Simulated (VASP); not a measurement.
# Ru (P6_3/mmc) in VASP: a series of runs

Ru is run at these levels: LDA; tasks: single point.

All numbers are computed with VASP 6.6.1; they aren't measurements. Logs are shortened: lines on timing, memory, paths and dates and some standing lists are left out, and cuts for length are marked.

## 1. The cell of the first run

Symmetry: P6_3/mmc, No. 194, hexagonal system. The conventional cell has a = 2.708 Å, b = 2.708 Å, c = 4.268 Å, α = 90.00°, β = 90.00°, γ = 120.00°. Within 3.5 Å of Ru (site symmetry -6m2) lie 12 Ru at 2.65 to 2.71 Å.

## 2. Single point, LDA

The input, INCAR:

```
SYSTEM = Ru
  ALGO = Normal
  EDIFF = 1E-7
  ENCUT = 520
  GGA = CA
  ISIF = 2
  ISMEAR = 0
  LASPH = .True.
  LCHARG = .False.
  LREAL = .False.
  LWAVE = .False.
  NBANDS = 21
  NELM = 80
  PREC = Accurate
  SIGMA = 0.1
```

The input, KPOINTS:

```
k-points
0
Gamma
  9 9 4
  0 0 0
```

The input, POSCAR:

```
Ru
1.0
    2.7078263400      0.0000000000      0.0000000000
   -1.3539131700      2.3450464000      0.0000000000
    0.0000000000      0.0000000000      4.2681017800
Ru
2
Direct
    0.3333333300      0.6666666700      0.2500000000
    0.6666666700      0.3333333300      0.7500000000
```

Potentials or basis: VASP PAW LDA potentials, release 64 (Ru_pv).

The run is started by

```sh
$ cat potpaw_LDA.64/Ru_pv/POTCAR > POTCAR
$ mpirun -np 1 vasp_std > vasp.out
```

OUTCAR:

```text
SYSTEM = Ru
   EDIFF = 1E-7
   ENCUT = 520
   GGA = CA
   ISIF = 2
   ISMEAR = 0
   LASPH = .True.
   LREAL = .False.
   NELM = 80
   PREC = Accurate

 ion  position               nearest neighbor table
   1  0.333  0.667  0.250-   2 2.65   2 2.65   2 2.65   2 2.65   2 2.65   2 2.65
   2  0.667  0.333  0.750-   1 2.65   1 2.65   1 2.65   1 2.65   1 2.65   1 2.65

  LATTYP: Found a hexagonal cell.
 ALAT       =     2.7078263400
 C/A-ratio  =     1.5762095659

  Lattice vectors:

 A1 = (   2.7078263400,   0.0000000000,   0.0000000000)
 A2 = (  -1.3539131700,   2.3450464000,   0.0000000000)
 A3 = (   0.0000000000,   0.0000000000,   4.2681017800)

Analysis of symmetry for initial positions (statically):
=====================================================================
 Subroutine PRICEL returns:
 Original cell was already a primitive cell.

 Routine SETGRP: Setting up the symmetry group for a
 hexagonal supercell.

 Subroutine GETGRP returns: Found 24 space group operations
 (whereof 12 operations were pure point group operations)
 out of a pool of 24 trial point group operations.

The static configuration has the point symmetry D_3d.
 The point group associated with its full space group is D_6h.

Analysis of symmetry for dynamics (positions and initial velocities):
=====================================================================
 Subroutine PRICEL returns:
 Original cell was already a primitive cell.

 Routine SETGRP: Setting up the symmetry group for a
 hexagonal supercell.

 Subroutine GETGRP returns: Found 24 space group operations
 (whereof 12 operations were pure point group operations)
 out of a pool of 24 trial point group operations.

The dynamic configuration has the point symmetry D_3d.
 The point group associated with its full space group is D_6h.

 Subroutine INISYM returns: Found 24 space group operations
 (whereof 12 operations are pure point group operations),
 and found     1 'primitive' translations

----------------------------------------------------------------------------------------

                                     Primitive cell

  volume of cell :      27.1024

  direct lattice vectors                    reciprocal lattice vectors
     2.707826340  0.000000000  0.000000000     0.369299901  0.213215397  0.000000000
    -1.353913170  2.345046400  0.000000000     0.000000000  0.426430795  0.000000000
     0.000000000  0.000000000  4.268101780     0.000000000  0.000000000  0.234296193

  length of vectors
     2.707826340  2.707826340  4.268101780     0.426430795  0.426430795  0.234296193

  position of ions in fractional coordinates (direct lattice)
     0.333333330  0.666666670  0.250000000
     0.666666670  0.333333330  0.750000000

  ion indices of the primitive-cell ions
   primitive index   ion index
                 1           1
                 2           2

----------------------------------------------------------------------------------------

 KPOINTS: k-points

Automatic generation of k-mesh.
 Grid dimensions read from file:
 generate k-points for:    9    9    4

 Generating k-lattice:

  Cartesian coordinates                     Fractional coordinates (reciprocal lattice)
     0.041033322  0.023690600  0.000000000     0.111111111  0.000000000  0.000000000
     0.000000000  0.047381199  0.000000000     0.000000000  0.111111111  0.000000000
     0.000000000  0.000000000  0.058574048     0.000000000  0.000000000  0.250000000

  Length of vectors
     0.047381199  0.047381199  0.058574048

  Shift w.r.t. Gamma in fractional coordinates (k-lattice)
     0.000000000  0.000000000  0.000000000

 Subroutine IBZKPT returns following result:
 ===========================================

 Found     36 irreducible k-points:

 Following reciprocal coordinates:
            Coordinates               Weight
  0.000000  0.000000  0.000000      1.000000
  0.111111  0.000000  0.000000      6.000000
  0.222222  0.000000  0.000000      6.000000
  0.333333  0.000000  0.000000      6.000000
  0.444444  0.000000  0.000000      6.000000
  0.111111  0.111111  0.000000      6.000000
[... 16 lines left out ...]
  0.333333  0.222222  0.250000     24.000000
  0.333333  0.333333  0.250000      4.000000
 [... further k-points ...]
   k-points           NKPTS =     36   k-points in BZ     NKDIM =     36   number of bands    NBANDS=     21
   number of dos      NEDOS =    301   number of ions     NIONS =      2
   total plane-waves  NPLWV =  12800
   dimension x,y,z NGX =    20 NGY =   20 NGZ =   32
   dimension x,y,z NGXF=    40 NGYF=   40 NGZF=   64
   ions per type =               2
   NGX,Y,Z   is equivalent  to a cutoff of  12.28, 12.28, 12.46 a.u.
   NGXF,Y,Z  is equivalent  to a cutoff of  24.56, 24.56, 24.93 a.u.
 SYSTEM =  Ru
   PREC   = accura    normal or accurate (medium, high low for compatibility)
   ISTART =      0    job   : 0-new  1-cont  2-samecut
   ICHARG =      2    charge: 1-file 2-atom 10-const
   ISPIN  =      1    spin polarized calculation?
   LNONCOLLINEAR =      F non collinear calculations
   LSORBIT =      F    spin-orbit coupling
   LASPH  =      T    aspherical Exc in radial PAW
   ENCUT  =  520.0 eV  38.22 Ry    6.18 a.u.   5.03  5.03  7.94*2*pi/ulx,y,z
   NELM   =     80;   NELMIN=  2; NELMDL= -5     # of ELM steps
   EDIFF  = 0.1E-06   stopping-criterion for ELM
   LREAL  =      F    real-space projection
   EDIFFG = 0.1E-05   stopping-criterion for IOM
   NSW    =      0    number of steps for IOM
   IBRION =     -1    ionic relax: 0-MD 1-quasi-New 2-CG
   NFREE  =      0    steps in history (QN), initial steepest desc. (CG)
   ISIF   =      2    stress and relaxation
   ISYM   =      2    0-nonsym 1-usesym 2-fastsym
   POTIM  = 0.5000    time-step for ionic-motion
   TEBEG  =    0.0;   TEEND  =   0.0 temperature during run
   PSTRESS=    0.0 pullay stress
   NELECT =      28.0000    total number of electrons
   NUPDOWN=      -1.0000    fix difference up-down
   EMIN   =  10.00;   EMAX   =-10.00  energy-range for DOS
   EFERMI =   0.00;   METHOD = LEGACY
   ISMEAR =     0;   SIGMA  =   0.10  broadening in eV -4-tet -1-fermi 0-gaus
   EFERMI_NEDOS =   21; number of points for ismear=-14 and -15
   IALGO  =     38    algorithm
   IMIX   =      4    mixing-type and parameters
     AMIX     =   0.40;   BMIX     =  1.00
     AMIX_MAG =   1.60;   BMIX_MAG =  1.00
  volume/ion in A,a.u.               =      13.55        91.45
  Fermi-wavevector in a.u.,A,eV,Ry     =   1.654977  3.127452 37.265640  2.738947
  Thomas-Fermi vector in A             =   2.743152
   LORBIT       =      0    0 simple, 1 ext, 2 COOP (PROOUT), +10 PAW based schemes
   GGA     = CA    functional components
   LHFCALC =     F    Hartree Fock is set to
   AEXX    =    0.0000 exact exchange contribution
   IVDW    =     0    specifies the selected vdW correction
   LEPSILON=     F    determine dielectric tensor
   LRPA    =     F    only Hartree local field effects (RPA)
 non-spin polarized calculation
 Gauss-broadening in eV      SIGMA  =   0.10
  energy-cutoff  :      520.00
  volume of cell :       27.10
 maximum number of plane-waves:       744
   NGX = 11   NGY = 11   NGZ = 15

 number of electron      28.0000006 magnetization

 Free energy of the ion-electron system (eV)
  ---------------------------------------------------
  ext. energy  EPLUGINS =         0.00000000
  ---------------------------------------------------
  free energy    TOTEN  =       -21.35527327 eV

  energy without entropy =      -21.34447255  energy(sigma->0) =      -21.34987291

 E-fermi :  12.9044     XC(G=0): -14.3931

 val. band max:       12.7622280667   @ k =   0.3333   0.0000   0.2500
 cond. band min:      12.9054331291   @ k =   0.3333   0.0000   0.0000
 fundamental gap:      0.1432050625
 Fermi energy:        12.9043767809

 k-point     1 :       0.0000    0.0000    0.0000
  band No.  band energies     occupation
      1     -30.7597      2.00000
      2     -29.7877      2.00000
      3     -29.7877      2.00000
      4     -29.6101      2.00000
      5     -29.6101      2.00000
      6     -29.5802      2.00000
[... 13 lines left out ...]
     20      22.6941      0.00000
     21      23.0947      0.00000

 k-point     2 :       0.1111    0.0000    0.0000
  band No.  band energies     occupation
      1     -30.7171      2.00000
      2     -29.8761      2.00000
      3     -29.8176      2.00000
      4     -29.7021      2.00000
      5     -29.6222      2.00000
      6     -29.6006      2.00000
[... 13 lines left out ...]
     20      22.6941      0.00000
     21      23.0263      0.00000

 k-point     3 :       0.2222    0.0000    0.0000
  band No.  band energies     occupation
      1     -30.5995      2.00000
      2     -30.1003      2.00000
      3     -29.9272      2.00000
      4     -29.8897      2.00000
      5     -29.6619      2.00000
      6     -29.6557      2.00000
[... 13 lines left out ...]
     20      22.6940      0.00000
     21      22.8317      0.00000

 k-point     4 :       0.3333    0.0000    0.0000
  band No.  band energies     occupation
      1     -30.4374      2.00000
      2     -30.3549      2.00000
      3     -30.1709      2.00000
      4     -29.9675      2.00000
      5     -29.7597      2.00000
      6     -29.6970      2.00000
[... 13 lines left out ...]
     20      22.6935      0.00000
     21      22.7063      0.00000

 k-point     5 :       0.4444    0.0000    0.0000
  band No.  band energies     occupation
      1     -30.5204      2.00000
      2     -30.3238      2.00000
      3     -30.2919      2.00000
      4     -30.0165      2.00000
      5     -29.8628      2.00000
      6     -29.7250      2.00000
[... 13 lines left out ...]
     20      22.6932      0.00000
     21      23.5822      0.00000
[... 382 lines left out ...]
     20      22.6912      0.00000
     21      23.6222      0.00000

 k-point    22 :       0.2222    0.2222    0.2500
  band No.  band energies     occupation
      1     -30.4916      2.00000
      2     -30.3786      2.00000
      3     -30.0731      2.00000
      4     -30.0628      2.00000
      5     -29.8698      2.00000
      6     -29.7552      2.00000
[... 13 lines left out ...]
     20      22.6934      0.00000
     21      24.6282      0.00000

 k-point    23 :       0.3333    0.2222    0.2500
  band No.  band energies     occupation
      1     -30.5099      2.00000
      2     -30.4178      2.00000
      3     -30.2149      2.00000
      4     -30.0192      2.00000
      5     -29.9332      2.00000
      6     -29.8082      2.00000
[... 13 lines left out ...]
     20      22.6922      0.00000
     21      23.3362      0.00000

 k-point    24 :       0.3333    0.3333    0.2500
  band No.  band energies     occupation
      1     -30.4041      2.00000
      2     -30.4041      2.00000
      3     -30.3528      2.00000
      4     -30.0846      2.00000
      5     -29.8779      2.00000
      6     -29.8779      2.00000
[... 13 lines left out ...]
     20      22.6936      0.00000
     21      22.6936      0.00000

 [... further k-points ...]
[... 5 lines left out ...]
  --------------------------------------------------------------------------------------
  -------------------------------------------------------------------------------------
  Total       -1.7307303     -1.7307303     -1.9891746     -0.0000000      0.0000000      0.0000000
  in kB     -102.3135042   -102.3135043   -117.5916445     -0.0000000      0.0000000      0.0000000
  external PRESSURE =    -107.4062177 kB  Pullay stress =       0.0000000 kB

 VOLUME and BASIS-vectors are now :
 -----------------------------------------------------------------------------
  energy-cutoff  :      520.00
  volume of cell :       27.10
      direct lattice vectors                 reciprocal lattice vectors
     2.707826340  0.000000000  0.000000000     0.369299901  0.213215397  0.000000000
    -1.353913170  2.345046400  0.000000000     0.000000000  0.426430795  0.000000000
     0.000000000  0.000000000  4.268101780     0.000000000  0.000000000  0.234296193

 POSITION                                       TOTAL-FORCE (eV/Angst)
 -----------------------------------------------------------------------------------
     -0.00000      1.56336      1.06703         0.000000      0.000000      0.000000
      1.35391      0.78168      3.20108        -0.000000      0.000000      0.000000
 -----------------------------------------------------------------------------------
    total drift:                               -0.000004      0.000003     -0.000000

  FREE ENERGIE OF THE ION-ELECTRON SYSTEM (eV)
  ---------------------------------------------------
  free  energy   TOTEN  =       -21.3552732697 eV

  energy  without entropy=      -21.3444725502  energy(sigma->0) =      -21.34987291
```

Wall time 6.3 s (1 thread of Intel Xeon 6975P-C (Granite Rapids), shared host); peak memory 0.13 GiB.

What came out:

* Free energy: -21.3553 eV
* Pressure: -10.7 GPa
* Band gap on the k mesh: zero (band 14 reaches 14.21 eV, above the bottom of band 15 at 11.14 eV)

Caveat: the k points lie up to 0.37 Å⁻¹ apart.

## 3. Single point, LDA

This run uses another cell than the first one, of 13.08 Å³/atom, 0.965 times its volume.

The input, INCAR:

```
SYSTEM = Ru
PREC = Accurate ; ENCUT = 520
EDIFF = 1E-6 ; ISMEAR = 0
SIGMA = 0.1 ; LREAL = .FALSE.
LASPH = .TRUE. ; NELM = 60
ALGO = Normal ; ISIF = 2
LWAVE = .FALSE. ; LCHARG = .FALSE.
NBANDS = 21
```

The input, KPOINTS:

```
regular mesh
0
G
  9 9 6
  0 0 0
```

The input, POSCAR:

```
Ru
1.0
    2.6727285022      0.0000000000      0.0000000000
   -1.3363642511      2.3146507803      0.0000000000
    0.0000000000      0.0000000000      4.2279362382
Ru
2
Direct
    0.3333333333      0.6666666667      0.2500000000
    0.6666666667      0.3333333333      0.7500000000
```

Potentials or basis: VASP PAW LDA potentials, release 64 (Ru_pv).

The run is started by

```sh
$ cat potpaw_LDA.64/Ru_pv/POTCAR > POTCAR
$ mpirun -np 1 vasp_std > vasp.out
```

Run time: 8.2 s. Hardware: 1 thread of Intel Xeon 6975P-C (Granite Rapids), shared host; peak memory 0.13 GiB.

It converged, with:

```yaml
Free_energy: -21.4111 eV
Pressure: 1.0 GPa
Band_gap_on_the_k_mesh: zero (band 14 reaches 14.96 eV, above the bottom of band 15 at 11.71 eV)
```

Levels at points of the mesh, in eV from the Fermi level:
```
           k point  band 10  band 11  band 12  band 13  band 14  band 15  band 16  band 17  band 18  band 19
(0.00, 0.00, 0.00)    -2.84    -2.64    -2.11    -2.11    -1.54    -1.54     1.20     1.20     1.29     9.86
(0.00, 0.00, 0.50)    -3.01    -3.01    -3.01    -2.90    -2.90     0.53     0.53     0.53     0.53     9.87
```

## 4. Single point, LDA

This run uses another cell than the first one, of 13.09 Å³/atom, 0.966 times its volume.

The input, INCAR:

```
  ALGO = Fast
  EDIFF = 1E-6
  ENCUT = 520
  GGA = CA
  ISIF = 2
  ISMEAR = 0
  LASPH = True
  LCHARG = False
  LREAL = False
  LWAVE = False
  NBANDS = 21
  NELM = 60
  PREC = Accurate
  SIGMA = 0.1
```

The input, KPOINTS:

```
k-points
0
Gamma
  15 15 8
```

The input, POSCAR:

```
Ru
1.0
    2.6742569940      0.0000000000      0.0000000000
   -1.3371284970      2.3159744931      0.0000000000
    0.0000000000      0.0000000000      4.2259775198
Ru
2
Direct
    0.3333333333      0.6666666667      0.2500000000
    0.6666666667      0.3333333333      0.7500000000
```

The run is started by

```sh
$ cat potpaw_LDA.64/Ru_pv/POTCAR > POTCAR
$ mpirun -np 1 vasp_std > vasp.out
```

It took 25 s on 1 thread of Intel Xeon 6975P-C (Granite Rapids), shared host; peak memory 0.17 GiB.

Results (log left out):

* Free energy: -21.3992 eV
* Pressure: 1.0 GPa
* Band gap on the k mesh: zero (band 14 reaches 15.05 eV, above the bottom of band 15 at 11.77 eV)

Stress tensor (GPa, compression positive):
```
0.92 0.00 0.00
0.00 0.92 0.00
0.00 0.00 1.02
```

Levels at points of the mesh, in eV from the Fermi level:
```
           k point  band 11  band 12  band 13  band 14  band 15  band 16  band 17  band 18
(0.00, 0.00, 0.00)    -2.56    -2.03    -2.03    -1.48    -1.48     1.27     1.27     1.36
(0.00, 0.00, 0.50)    -2.94    -2.94    -2.83    -2.83     0.60     0.60     0.60     0.60
```

(Continued in part 2 of 2.)
